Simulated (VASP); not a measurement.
Write the native input for VASP 6.6.1 that does the following.

```yaml
Task: single point
Functional: PBE
Potentials_or_basis: VASP PAW PBE potentials, release 64 (Hf_pv, O)
Cutoff: 520 eV
k_mesh: 6 × 6 × 8
Occupations: gaussian, width 0.05 eV
Spin: no spin polarisation
Dipole_correction: no
Further_INCAR_settings: ALGO = Normal; EDIFF = 1e-06; NBANDS = 31
```

The structure of HfO2 lies in POSCAR:

```
HfO2
1.0
    4.8812150602      0.0000000000      0.0000000000
    0.0000000000      4.8812150602      0.0000000000
    0.0000000000      0.0000000000      3.2378896156
Hf O
2 4
Direct
    0.0000000000      0.0000000000     -0.0626951577
    0.5000000000      0.5000000000      0.5626951577
    0.1721160988      0.7824838804      0.4798800679
    0.3278839012      0.2824838804      0.0201199321
    0.6721160988      0.7175161196      0.0201199321
    0.8278839012      0.2175161196      0.4798800679
```

This cell differs from its parent crystal: mode 4 frozen in at -0.203 Å and mode 5 at -0.157 Å (largest displacements).

These files were run (other wordings do the same):

INCAR

```
ALGO     = Normal         # electronic algorithm
EDIFF    = 1E-6           # SCF threshold, eV
ENCUT    = 520            # plane-wave cutoff, eV
GGA      = PE             # functional
ISIF     = 2              # what is computed and relaxed
ISMEAR   = 0              # smearing method
LASPH    = T              # aspherical terms in the spheres
LCHARG   = F              # write CHGCAR
LREAL    = F              # projectors in reciprocal space
LWAVE    = F              # write WAVECAR
NBANDS   = 31             # bands
NELM     = 80             # most SCF steps
PREC     = Accurate       # precision mode
SIGMA    = 0.05           # smearing width, eV
```

KPOINTS

```
k-points
0
Gamma
  6 6 8
```

Potentials or basis: VASP PAW PBE potentials, release 64 (Hf_pv, O).

Command:

```bash
$ cat potpaw_PBE.64/Hf_pv/POTCAR potpaw_PBE.64/O/POTCAR > POTCAR
$ mpirun -np 1 vasp_std > vasp.out
```

It gave:

```yaml
Pressure: -2.6 GPa
Largest_force: 1.233 eV/Å
Band_gap_on_the_k_mesh: 4.11 eV, direct
```

Caveat: the cell differs from its parent crystal (mode 4 frozen in at -0.203 Å and mode 5 at -0.157 Å (largest displacements)); spin-orbit coupling is left out, which moves the levels of the heavy elements; forces of over 1 eV/Å act on the atoms, so gaps and moduli don't describe the material at rest.

Wall time 3.3 min on 1 thread of AMD EPYC 7R13, on a shared host, peak memory 0.25 GiB.
